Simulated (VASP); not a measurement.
# Au (P6_3/mmc) in VASP: notebook

Au is run at these levels: r2SCAN; tasks: single point.

Everything below comes from runs of VASP 6.6.1. Logs are shortened: lines on timing, memory, paths and dates and some standing lists are left out, and cuts for length are marked.

## Step 1: The cell of the first run

The structure is hexagonal, space group P6_3/mmc (No. 194). Conventional cell: a = 2.746 Å, b = 2.746 Å, c = 4.621 Å, α = 90.00°, β = 90.00°, γ = 120.00°. Au (site symmetry -6m2) has 12 Au at 2.75 to 2.80 Å within 3.6 Å.

## Step 2: Single point, r2SCAN (strain -0.050 along x and y, -0.050 along z)

POSCAR reads:

```
Au
1.0
    2.7457779447      0.0000000000      0.0000000000
   -1.3728889724      2.3779134533      0.0000000000
    0.0000000000      0.0000000000      4.6214799104
Au
2
Direct
    0.3333333333      0.6666666667      0.7500000000
    0.6666666667      0.3333333333      0.2500000000
```

INCAR.step1 reads:

```
PREC = Accurate
ENCUT = 520
ISMEAR = 0
SIGMA = 0.15
LREAL = False
LASPH = True
NELM = 60
NBANDS = 18
GGA = PE
ALGO = Normal
EDIFF = 1E-4
LWAVE = True
LCHARG = False
```

INCAR.step2 reads:

```
PREC = Accurate
ENCUT = 520
EDIFF = 1E-6
ISMEAR = 0
SIGMA = 0.15
LREAL = False
LASPH = True
NELM = 60
ALGO = Normal
ISIF = 2
LWAVE = False
LCHARG = False
METAGGA = R2SCAN
LMIXTAU = True
NBANDS = 18
ISTART = 1
```

KPOINTS reads:

```
Automatic mesh
0
Gamma
  24 24 12
```

Potentials or basis: VASP PAW PBE potentials, release 64 (Au).

On the command line:

```sh
> cat potpaw_PBE.64/Au/POTCAR > POTCAR
> cp INCAR.step1 INCAR
> mpirun -np 1 vasp_std > vasp.out
> cp INCAR.step2 INCAR
> mpirun -np 1 vasp_std > vasp.out
```

OUTCAR:

```text
PREC = Accurate
   ENCUT = 520
   EDIFF = 1E-6
   ISMEAR = 0
   LREAL = False
   LASPH = True
   NELM = 60
   ISIF = 2
   METAGGA = R2SCAN
   ISTART = 1

 ion  position               nearest neighbor table
   1  0.333  0.667  0.750-   2 2.80   2 2.80   2 2.80   2 2.80   2 2.80   2 2.80
   2  0.667  0.333  0.250-   1 2.80   1 2.80   1 2.80   1 2.80   1 2.80   1 2.80

  LATTYP: Found a hexagonal cell.
 ALAT       =     2.7457779447
 C/A-ratio  =     1.6831222347

  Lattice vectors:

 A1 = (   2.7457779447,   0.0000000000,   0.0000000000)
 A2 = (  -1.3728889724,   2.3779134533,   0.0000000000)
 A3 = (   0.0000000000,   0.0000000000,   4.6214799104)

Analysis of symmetry for initial positions (statically):
=====================================================================
 Subroutine PRICEL returns:
 Original cell was already a primitive cell.

 Routine SETGRP: Setting up the symmetry group for a
 hexagonal supercell.

 Subroutine GETGRP returns: Found 24 space group operations
 (whereof 12 operations were pure point group operations)
 out of a pool of 24 trial point group operations.

The static configuration has the point symmetry D_3d.
 The point group associated with its full space group is D_6h.

Analysis of symmetry for dynamics (positions and initial velocities):
=====================================================================
 Subroutine PRICEL returns:
 Original cell was already a primitive cell.

 Routine SETGRP: Setting up the symmetry group for a
 hexagonal supercell.

 Subroutine GETGRP returns: Found 24 space group operations
 (whereof 12 operations were pure point group operations)
 out of a pool of 24 trial point group operations.

The dynamic configuration has the point symmetry D_3d.
 The point group associated with its full space group is D_6h.

 Subroutine INISYM returns: Found 24 space group operations
 (whereof 12 operations are pure point group operations),
 and found     1 'primitive' translations

----------------------------------------------------------------------------------------

                                     Primitive cell

  volume of cell :      30.1747

  direct lattice vectors                    reciprocal lattice vectors
     2.745777945  0.000000000  0.000000000     0.364195510  0.210268376  0.000000000
    -1.372888972  2.377913453  0.000000000     0.000000000  0.420536752  0.000000000
     0.000000000  0.000000000  4.621479910     0.000000000  0.000000000  0.216380904

  length of vectors
     2.745777945  2.745777945  4.621479910     0.420536752  0.420536752  0.216380904

  position of ions in fractional coordinates (direct lattice)
     0.333333333  0.666666667  0.750000000
     0.666666667  0.333333333  0.250000000

  ion indices of the primitive-cell ions
   primitive index   ion index
                 1           1
                 2           2

----------------------------------------------------------------------------------------

 KPOINTS: Automatic mesh

Automatic generation of k-mesh.
 Grid dimensions read from file:
 generate k-points for:   24   24   12

 Generating k-lattice:

  Cartesian coordinates                     Fractional coordinates (reciprocal lattice)
     0.015174813  0.008761182  0.000000000     0.041666667  0.000000000  0.000000000
     0.000000000  0.017522365  0.000000000     0.000000000  0.041666667  0.000000000
     0.000000000  0.000000000  0.018031742     0.000000000  0.000000000  0.083333333

  Length of vectors
     0.017522365  0.017522365  0.018031742

  Shift w.r.t. Gamma in fractional coordinates (k-lattice)
     0.000000000  0.000000000  0.000000000

 Subroutine IBZKPT returns following result:
 ===========================================

 Found    427 irreducible k-points:

 Following reciprocal coordinates:
            Coordinates               Weight
  0.000000  0.000000  0.000000      1.000000
  0.041667  0.000000  0.000000      6.000000
  0.083333  0.000000  0.000000      6.000000
  0.125000 -0.000000  0.000000      6.000000
  0.166667 -0.000000  0.000000      6.000000
  0.208333  0.000000  0.000000      6.000000
[... 16 lines left out ...]
  0.416667  0.041667  0.000000     12.000000
  0.458333  0.041667  0.000000     12.000000
 [... further k-points ...]
   k-points           NKPTS =    427   k-points in BZ     NKDIM =    427   number of bands    NBANDS=     18
   number of dos      NEDOS =    301   number of ions     NIONS =      2
   total plane-waves  NPLWV =  14400
   dimension x,y,z NGX =    20 NGY =   20 NGZ =   36
   dimension x,y,z NGXF=    40 NGYF=   40 NGZF=   72
   ions per type =               2
   NGX,Y,Z   is equivalent  to a cutoff of  12.11, 12.11, 12.95 a.u.
   NGXF,Y,Z  is equivalent  to a cutoff of  24.22, 24.22, 25.90 a.u.
 SYSTEM =  unknown system
   PREC   = accura    normal or accurate (medium, high low for compatibility)
   ISTART =      1    job   : 0-new  1-cont  2-samecut
   ICHARG =      0    charge: 1-file 2-atom 10-const
   ISPIN  =      1    spin polarized calculation?
   LNONCOLLINEAR =      F non collinear calculations
   LSORBIT =      F    spin-orbit coupling
   LASPH  =      T    aspherical Exc in radial PAW
   ENCUT  =  520.0 eV  38.22 Ry    6.18 a.u.   5.11  5.11  8.59*2*pi/ulx,y,z
   NELM   =     60;   NELMIN=  2; NELMDL=  0     # of ELM steps
   EDIFF  = 0.1E-05   stopping-criterion for ELM
   LREAL  =      F    real-space projection
   EDIFFG = 0.1E-04   stopping-criterion for IOM
   NSW    =      0    number of steps for IOM
   IBRION =     -1    ionic relax: 0-MD 1-quasi-New 2-CG
   NFREE  =      0    steps in history (QN), initial steepest desc. (CG)
   ISIF   =      2    stress and relaxation
   ISYM   =      2    0-nonsym 1-usesym 2-fastsym
   POTIM  = 0.5000    time-step for ionic-motion
   TEBEG  =    0.0;   TEEND  =   0.0 temperature during run
   PSTRESS=    0.0 pullay stress
   NELECT =      22.0000    total number of electrons
   NUPDOWN=      -1.0000    fix difference up-down
   EMIN   =  10.00;   EMAX   =-10.00  energy-range for DOS
   EFERMI =   0.00;   METHOD = LEGACY
   ISMEAR =     0;   SIGMA  =   0.15  broadening in eV -4-tet -1-fermi 0-gaus
   EFERMI_NEDOS =   21; number of points for ismear=-14 and -15
   IALGO  =     38    algorithm
   IMIX   =      4    mixing-type and parameters
     AMIX     =   0.40;   BMIX     =  1.00
     AMIX_MAG =   1.60;   BMIX_MAG =  1.00
  volume/ion in A,a.u.               =      15.09       101.81
  Fermi-wavevector in a.u.,A,eV,Ry     =   1.473448  2.784413 29.538924  2.171050
  Thomas-Fermi vector in A             =   2.588340
   LORBIT       =      0    0 simple, 1 ext, 2 COOP (PROOUT), +10 PAW based schemes
   METAGGA = R2SCAN    functional components
   LHFCALC =     F    Hartree Fock is set to
   AEXX    =    0.0000 exact exchange contribution
   IVDW    =     0    specifies the selected vdW correction
   LEPSILON=     F    determine dielectric tensor
   LRPA    =     F    only Hartree local field effects (RPA)
 non-spin polarized calculation
 Gauss-broadening in eV      SIGMA  =   0.15
  energy-cutoff  :      520.00
  volume of cell :       30.17
 maximum number of plane-waves:       829
   NGX = 11   NGY = 11   NGZ = 17

 number of electron      21.9999998 magnetization

 Free energy of the ion-electron system (eV)
  ---------------------------------------------------
  ext. energy  EPLUGINS =         0.00000000
  ---------------------------------------------------
  free energy    TOTEN  =      -100.68775175 eV

  energy without entropy =     -100.67990212  energy(sigma->0) =     -100.68382693

 E-fermi :  11.5225     XC(G=0): -14.5126

 val. band max:       11.5073827339   @ k =   0.3333   0.1250   0.5000
 cond. band min:      11.5404117477   @ k =   0.3333   0.1667   0.1667
 fundamental gap:      0.0330290138
 Fermi energy:        11.5225285863

 k-point     1 :       0.0000    0.0000    0.0000
  band No.  band energies     occupation
      1      -0.0268      2.00000
      2       2.5350      2.00000
      3       5.5553      2.00000
      4       5.9195      2.00000
      5       5.9195      2.00000
      6       6.3167      2.00000
[... 10 lines left out ...]
     17      32.2428      0.00000
     18      32.2428      0.00000

 k-point     2 :       0.0417    0.0000    0.0000
  band No.  band energies     occupation
      1       0.0381      2.00000
      2       2.5907      2.00000
      3       5.5324      2.00000
      4       5.9360      2.00000
      5       5.9661      2.00000
      6       6.2893      2.00000
[... 10 lines left out ...]
     17      31.7974      0.00000
     18      31.8689      0.00000

 k-point     3 :       0.0833    0.0000    0.0000
  band No.  band energies     occupation
      1       0.2301      2.00000
      2       2.7516      2.00000
      3       5.4558      2.00000
      4       5.9941      2.00000
      5       6.1048      2.00000
      6       6.2204      2.00000
[... 10 lines left out ...]
     17      31.0120      0.00000
     18      31.0337      0.00000

 k-point     4 :       0.1250   -0.0000    0.0000
  band No.  band energies     occupation
      1       0.5407      2.00000
      2       2.9979      2.00000
      3       5.3338      2.00000
      4       6.0108      2.00000
      5       6.2263      2.00000
      6       6.3311      2.00000
[... 375 lines left out ...]
      4       5.9945      2.00000
      5       6.1146      2.00000
      6       6.2650      2.00000
[... 10 lines left out ...]
     17      25.4771      0.00000
     18      28.0746      0.00000

 k-point    23 :       0.4167    0.0417    0.0000
  band No.  band energies     occupation
      1       3.1353      2.00000
      2       3.2651      2.00000
      3       3.8189      2.00000
      4       5.9473      2.00000
      5       6.1668      2.00000
      6       6.3594      2.00000
[... 10 lines left out ...]
     17      24.9496      0.00000
     18      27.6772      0.00000

 k-point    24 :       0.4583    0.0417    0.0000
  band No.  band energies     occupation
      1       3.1064      2.00000
      2       3.2642      2.00000
      3       3.7397      2.00000
      4       5.9265      2.00000
      5       6.1133      2.00000
      6       6.4976      2.00000
[... 10 lines left out ...]
     17      24.6233      0.00000
     18      27.4717      0.00000

 [... further k-points ...]
[... 5 lines left out ...]
  --------------------------------------------------------------------------------------
  -------------------------------------------------------------------------------------
  Total        7.1043138      7.1043138      6.6467855     -0.0000000      0.0000000      0.0000000
  in kB      377.2160758    377.2160758    352.9228033     -0.0000000      0.0000000      0.0000000
  external PRESSURE =     369.1183183 kB  Pullay stress =       0.0000000 kB

 VOLUME and BASIS-vectors are now :
 -----------------------------------------------------------------------------
  energy-cutoff  :      520.00
  volume of cell :       30.17
      direct lattice vectors                 reciprocal lattice vectors
     2.745777945  0.000000000  0.000000000     0.364195510  0.210268376  0.000000000
    -1.372888972  2.377913453  0.000000000     0.000000000  0.420536752  0.000000000
     0.000000000  0.000000000  4.621479910     0.000000000  0.000000000  0.216380904

 POSITION                                       TOTAL-FORCE (eV/Angst)
 -----------------------------------------------------------------------------------
     -0.00000      1.58528      3.46611        -0.000000      0.000000      0.000000
      1.37289      0.79264      1.15537         0.000000      0.000000      0.000000
 -----------------------------------------------------------------------------------
    total drift:                                0.000000     -0.000000      0.000000

  FREE ENERGIE OF THE ION-ELECTRON SYSTEM (eV)
  ---------------------------------------------------
  free  energy   TOTEN  =      -100.6877517544 eV

  energy  without entropy=     -100.6799021155  energy(sigma->0) =     -100.68382693
```

It took 5.1 min on 1 thread of Intel Xeon Platinum 8559C (Emerald Rapids), shared host; peak memory 0.29 GiB.

What came out:

* Free energy: -100.6878 eV
* Pressure: 36.9 GPa
* Band gap on the k mesh: zero (band 11 reaches 16.73 eV, above the bottom of band 12 at 8.36 eV)

Stress tensor (GPa, compression positive):
```
37.72  0.00  0.00
 0.00 37.72  0.00
 0.00  0.00 35.29
```

Caveat: the cell differs from its parent crystal (strain -0.050 along x and y, -0.050 along z); the PAW data sets were made with another functional, which shifts forces and pressure a little; spin-orbit coupling is left out, which moves the levels of the heavy elements.

## Step 3: Single point, r2SCAN (strain -0.050 along x and y, -0.025 along z)

POSCAR: that of step 2 with these lines changed.

```diff
@@ -4,3 +4,3 @@
    -1.3728889724      2.3779134533      0.0000000000
-    0.0000000000      0.0000000000      4.6214799104
+    0.0000000000      0.0000000000      4.7430978028
 Au
```

INCAR.step1 reads:

```
SYSTEM = Au
PREC     = Accurate       ! precision mode
ENCUT    = 520            ! plane-wave cutoff, eV
ISMEAR   = 0              ! smearing method
SIGMA    = 0.15           ! smearing width, eV
LREAL    = .FALSE.        ! projectors in reciprocal space
LASPH    = .TRUE.         ! aspherical terms in the spheres
NELM     = 60             ! most SCF steps
NBANDS   = 18             ! bands
GGA      = PE             ! functional
ALGO     = Normal         ! electronic algorithm
EDIFF    = 1E-4           ! SCF threshold, eV
LWAVE    = .TRUE.         ! write WAVECAR
LCHARG   = .FALSE.        ! write CHGCAR
```

INCAR.step2 reads:

```
SYSTEM = Au
PREC     = Accurate       ! precision mode
ENCUT    = 520            ! plane-wave cutoff, eV
EDIFF    = 1E-6           ! SCF threshold, eV
ISMEAR   = 0              ! smearing method
SIGMA    = 0.15           ! smearing width, eV
LREAL    = .FALSE.        ! projectors in reciprocal space
LASPH    = .TRUE.         ! aspherical terms in the spheres
NELM     = 60             ! most SCF steps
ALGO     = Normal         ! electronic algorithm
ISIF     = 2              ! what is computed and relaxed
LWAVE    = .FALSE.        ! write WAVECAR
LCHARG   = .TRUE.         ! write CHGCAR
METAGGA  = R2SCAN         ! meta-GGA
LMIXTAU  = .TRUE.       
LELF     = .TRUE.         ! ELF
LVHAR    = .TRUE.       
NBANDS   = 18             ! bands
ISTART   = 1
```

KPOINTS reads:

```
Automatic mesh
0
G
  24 24 12
  0 0 0
```

Potentials or basis: VASP PAW PBE potentials, release 64 (Au).

On the command line:

```sh
> cat potpaw_PBE.64/Au/POTCAR > POTCAR
> cp INCAR.step1 INCAR
> mpirun -np 1 vasp_std > vasp.out
> cp INCAR.step2 INCAR
> mpirun -np 1 vasp_std > vasp.out
```

OUTCAR:

```text
SYSTEM = Au
   PREC = Accurate
   ENCUT = 520
   EDIFF = 1E-6
   ISMEAR = 0
   LREAL = .FALSE.
   LASPH = .TRUE.
   NELM = 60
   ISIF = 2
   METAGGA = R2SCAN
   ISTART = 1

 ion  position               nearest neighbor table
   1  0.333  0.667  0.750-   2 2.85   2 2.85   2 2.85   2 2.85   2 2.85   2 2.85
   2  0.667  0.333  0.250-   1 2.85   1 2.85   1 2.85   1 2.85   1 2.85   1 2.85

  LATTYP: Found a hexagonal cell.
 ALAT       =     2.7457779447
 C/A-ratio  =     1.7274149251

  Lattice vectors:

 A1 = (   2.7457779447,   0.0000000000,   0.0000000000)
 A2 = (  -1.3728889724,   2.3779134533,   0.0000000000)
 A3 = (   0.0000000000,   0.0000000000,   4.7430978028)

Analysis of symmetry for initial positions (statically):
=====================================================================
 Subroutine PRICEL returns:
 Original cell was already a primitive cell.

 Routine SETGRP: Setting up the symmetry group for a
 hexagonal supercell.

 Subroutine GETGRP returns: Found 24 space group operations
 (whereof 12 operations were pure point group operations)
[... 158 lines left out ...]
 Free energy of the ion-electron system (eV)
  ---------------------------------------------------
  ext. energy  EPLUGINS =         0.00000000
  ---------------------------------------------------
  free energy    TOTEN  =      -100.83531802 eV

  energy without entropy =     -100.82718792  energy(sigma->0) =     -100.83125297

 E-fermi :  11.0619     XC(G=0): -14.3191

 val. band max:       11.0560397811   @ k =   0.2083   0.0833   0.2500
 cond. band min:      11.0770609344   @ k =   0.2500   0.1250   0.3333
 fundamental gap:      0.0210211533
 Fermi energy:        11.0619224677

 k-point     1 :       0.0000    0.0000    0.0000
  band No.  band energies     occupation
      1      -0.2005      2.00000
      2       2.2356      2.00000
      3       5.0662      2.00000
      4       5.5810      2.00000
      5       5.5810      2.00000
      6       5.9208      2.00000
[... 481 lines left out ...]
      5       5.7615      2.00000
      6       6.0809      2.00000
[... 10 lines left out ...]
     17      23.8297      0.00000
     18      26.9640      0.00000

 [... further k-points ...]
[... 5 lines left out ...]
  --------------------------------------------------------------------------------------
  -------------------------------------------------------------------------------------
  Total        6.0085024      6.0085024      4.7595378     -0.0000000     -0.0000000     -0.0000000
  in kB      310.8517250    310.8517250    246.2361594     -0.0000000     -0.0000000     -0.0000000
  external PRESSURE =     289.3132031 kB  Pullay stress =       0.0000000 kB

 VOLUME and BASIS-vectors are now :
 -----------------------------------------------------------------------------
  energy-cutoff  :      520.00
  volume of cell :       30.97
      direct lattice vectors                 reciprocal lattice vectors
     2.745777945  0.000000000  0.000000000     0.364195510  0.210268376  0.000000000
    -1.372888972  2.377913453  0.000000000     0.000000000  0.420536752  0.000000000
     0.000000000  0.000000000  4.743097803     0.000000000  0.000000000  0.210832676

 POSITION                                       TOTAL-FORCE (eV/Angst)
 -----------------------------------------------------------------------------------
     -0.00000      1.58528      3.55732        -0.000000      0.000000      0.000000
      1.37289      0.79264      1.18577         0.000000     -0.000000      0.000000
 -----------------------------------------------------------------------------------
    total drift:                               -0.000000      0.000000     -0.000000

  FREE ENERGIE OF THE ION-ELECTRON SYSTEM (eV)
  ---------------------------------------------------
  free  energy   TOTEN  =      -100.8353180200 eV

  energy  without entropy=     -100.8271879187  energy(sigma->0) =     -100.83125297
```

It took 5 min on 1 thread of Intel Xeon Platinum 8559C (Emerald Rapids), shared host; peak memory 0.3 GiB.

Results:

```yaml
Free_energy: -100.8353 eV
Pressure: 28.9 GPa
Band_gap_on_the_k_mesh: zero (band 11 reaches 16.16 eV, above the bottom of band 12 at 7.94 eV)
```

Stress tensor (GPa, compression positive):
```
31.09  0.00  0.00
 0.00 31.09  0.00
 0.00  0.00 24.62
```

Levels at points of the mesh, in eV from the Fermi level:
| k point | band 9 | band 10 | band 11 | band 12 | band 13 | band 14 |
| --- | --- | --- | --- | --- | --- | --- |
| (0.00, 0.00, 0.00) | -4.08 | -2.59 | -2.59 | -1.76 | 2.83 | 15.44 |
| (0.50, 0.00, 0.00) | -2.04 | -1.85 | 0.47 | 2.01 | 6.18 | 7.79 |
| (0.00, 0.00, 0.50) | -3.12 | -3.12 | -3.12 | -3.12 | 11.10 | 11.10 |
| (0.50, 0.00, 0.50) | -1.93 | -1.93 | 0.33 | 0.33 | 4.80 | 4.80 |

Caveat: the cell differs from its parent crystal (strain -0.050 along x and y, -0.025 along z); the PAW data sets were made with another functional, which shifts forces and pressure a little; spin-orbit coupling is left out, which moves the levels of the heavy elements.

(Part 1 of 2 ends here.)
